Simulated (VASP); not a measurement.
A run of VASP 6.6.1:

The input INCAR:

```
PREC     = Accurate       # precision mode
ENCUT    = 520            # plane-wave cutoff, eV
EDIFF    = 1E-6           # SCF threshold, eV
ISMEAR   = 0              # smearing method
SIGMA    = 0.1            # smearing width, eV
LREAL    = F              # projectors in reciprocal space
LASPH    = T              # aspherical terms in the spheres
NELM     = 150            # most SCF steps
ALGO     = Normal         # electronic algorithm
ISIF     = 2              # what is computed and relaxed
LWAVE    = F              # write WAVECAR
LCHARG   = F              # write CHGCAR
ISPIN    = 2              # spin polarisation
MAGMOM   = 2.06           # initial moments
LORBIT   = 11             # projections on sites
LMAXMIX  = 4              # l up to which the mixer works
GGA      = PE             # functional
NBANDS   = 14             # bands
```

KPOINTS

```
regular mesh
0
Gamma
  28 28 28
```

POSCAR

```
Co
1.0
   -1.4052970239      1.4052970239      1.4052970239
    1.4052970239     -1.4052970239      1.4052970239
    1.4052970239      1.4052970239     -1.4052970239
Co
1
Direct
    0.0000000000      0.0000000000      0.0000000000
```

Potentials or basis: VASP PAW PBE potentials, release 64 (Co).

The run is started by

```sh
$ cat potpaw_PBE.64/Co/POTCAR > POTCAR
$ mpirun -np 1 vasp_std > vasp.out
```

Hardware: 1 thread of Intel(R) Xeon(R) Platinum 8259CL CPU @ 2.50GHz (Skylake/Cascade Lake), on a shared host.

Estimate the wall time of this run.

It took 2.9 min on 1 thread of Intel(R) Xeon(R) Platinum 8259CL CPU @ 2.50GHz (Skylake/Cascade Lake), on a shared host, peak memory 0.25 GiB. Counts: scf iterations 13, k points 624.
